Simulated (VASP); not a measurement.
Input of a VASP 6.6.1 run:

Contents of POSCAR:

```
CaCd3F8
1.0
    3.8216788999     -5.4017705707      0.0000000000
    3.8216788999      5.4017705707      0.0000000000
    0.0000000000      0.0000000000      3.8173455761
Cd F Ca
3 8 1
Direct
    0.0000000000      0.0000000000      0.0000000000
    0.5000000000      0.0000000000      0.5000000000
    0.0000000000      0.5000000000      0.5000000000
    0.3743621757      0.6256378243      0.5000000000
    0.1248466955      0.8751533045      0.5000000000
    0.8759953317      0.6256796343      0.0000000000
    0.6256796343      0.8759953317      0.0000000000
    0.3743203657      0.1240046683      0.0000000000
    0.1240046683      0.3743203657      0.0000000000
    0.8751533045      0.1248466955      0.5000000000
    0.6256378243      0.3743621757      0.5000000000
    0.5000000000      0.5000000000      0.0000000000
```

The input INCAR.step1:

```
PREC = Accurate
ENCUT = 520
ISMEAR = 0
SIGMA = 0.01
LREAL = F
LASPH = T
NELM = 100
NBANDS = 63
GGA = PE
ALGO = Normal
EDIFF = 1E-4
LWAVE = T
LCHARG = F
```

INCAR.step2

```
PREC = Accurate
ENCUT = 520
EDIFF = 1E-6
ISMEAR = 0
SIGMA = 0.01
LREAL = F
LASPH = T
NELM = 100
ALGO = Normal
ISIF = 2
LWAVE = F
LCHARG = T
METAGGA = R2SCAN
LMIXTAU = T
LELF = T
LVHAR = T
NBANDS = 63
ISTART = 1
```

The input KPOINTS:

```
regular mesh
0
Gamma
  4 4 6
```

Potentials or basis: VASP PAW PBE potentials, release 64 (Cd, F, Ca_sv).

Command:

```bash
$ cat potpaw_PBE.64/Cd/POTCAR potpaw_PBE.64/F/POTCAR potpaw_PBE.64/Ca_sv/POTCAR > POTCAR
$ cp INCAR.step1 INCAR
$ mpirun -np 1 vasp_std > vasp.out
$ cp INCAR.step2 INCAR
$ mpirun -np 1 vasp_std > vasp.out
```

What does it give for the largest force?

0.016 eV/Å.

What does it give for the pressure?

0.9 GPa.

Estimate the band gap on the k mesh.

4.31 eV (least direct gap 4.44 eV).

Forces on the atoms (eV/Å):
```
Cd   0.000  0.000  0.000
Cd   0.000  0.000  0.000
Cd   0.000  0.000  0.000
F    0.000 -0.016  0.000
F    0.000  0.003  0.000
F   -0.012  0.007  0.000
F   -0.012 -0.007  0.000
F    0.012  0.007  0.000
F    0.012 -0.007  0.000
F    0.000 -0.003  0.000
F    0.000  0.016  0.000
Ca   0.000  0.000  0.000
```

Caveat: the PAW data sets were made with another functional, which shifts forces and pressure a little. A k mesh can miss the band edges.
